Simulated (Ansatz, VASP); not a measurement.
## One calculation of GeCBrO2, two programs

```xyz
10
Lattice="2.8630 2.8294 0.0000 2.8630 -2.8294 0.0000 0.8280 0.0000 -9.0422" Properties=species:S:1:pos:R:3 pbc="T T T"
C     3.2770    0.7526   -4.5211
C     3.2770   -0.7526   -4.5211
Br    2.2927    0.0000   -7.9671
Br    4.2612    0.0000   -1.0751
O     3.7009    1.3015   -5.5239
O     2.8530    1.3015   -3.5183
O     2.8530   -1.3015   -3.5183
O     3.7009   -1.3015   -5.5239
Ge    5.0707    0.0000   -7.0258
Ge    1.4833    0.0000   -2.0164
```

Alike in both runs: task single point; functional r2SCAN; k mesh 6 × 6 × 3; no spin polarisation.

|  | VASP | Ansatz |
| --- | --- | --- |
| version | VASP 6.6.1 | Ansatz 0.2.0 |
| potentials or method | VASP PAW PBE potentials, release 64 (C, Br, O, Ge_d), cutoff 520 eV | PAW plane waves |
| occupations | fermi-dirac, width 0.1 eV | fermi-dirac |
| valence electrons in the cell | 74 | 74 |

Ansatz gave:

```
pressure (GPa)                                                : 6.1
traceless stress, the component that is largest in VASP (GPa) : 4.99
rms of the force components (eV/Å)                            : 1.233
```

Task: Which values does VASP return?

Result: Pressure (GPa): 6.8; traceless stress, the component that is largest in VASP (GPa): 6.03; rms of the force components (eV/Å): 1.447.

VASP's potentials were made for PBE, not for r2SCAN. Atom by atom the forces differ by 0.224 eV/Å (rms over components).

Noted on VASP's run: the standard files for N, O and F lose accuracy on very short bonds.
